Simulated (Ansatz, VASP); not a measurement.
# One calculation of PtS2, two programs

```
CELL_PARAMETERS angstrom
3.60593 0.00000 0.00000
-1.80297 3.07668 0.00000
0.00000 0.00000 5.12271
ATOMIC_POSITIONS crystal
Pt 0.00000 0.00000 0.00000
S 0.33461 0.66921 0.23680
S 0.66539 0.33079 0.76320
```

Change from the starting cell: uniaxial_x strain +1.5%.

Alike in both runs: task single point; functional r2SCAN; k mesh 12 × 12 × 6; no spin polarisation.

|  | VASP | Ansatz |
| --- | --- | --- |
| version | VASP 6.6.1 | Ansatz 0.2.0 |
| potentials or method | VASP PAW PBE potentials, release 64 (Pt, S) | plane waves, PAW |
| plane-wave cutoff (eV) | 520 | 500 |
| occupations | gaussian, width 0.01 eV | fixed |
| valence electrons in the cell | 22 | 30 |

Ansatz gave:

* gap on the k mesh at the Fermi level (eV): 0.81
* pressure (GPa): -0.2
* traceless stress, the component that is largest in VASP (GPa): -1.68
* rms of the force components (eV/Å): 0.020

Question: Estimate VASP's values.

Answer: gap on the k mesh at the Fermi level (eV): 0.80; pressure (GPa): -0.3; traceless stress, the component that is largest in VASP (GPa): -1.67; rms of the force components (eV/Å): 0.022.

VASP's potentials were made for PBE, not for r2SCAN. Atom by atom the forces differ by 0.003 eV/Å (rms over components). VASP's potentials hold 22 valence electrons a cell and Ansatz's 30, so a difference there can come from the potentials and not from the codes.

Neither program's run includes spin-orbit coupling.
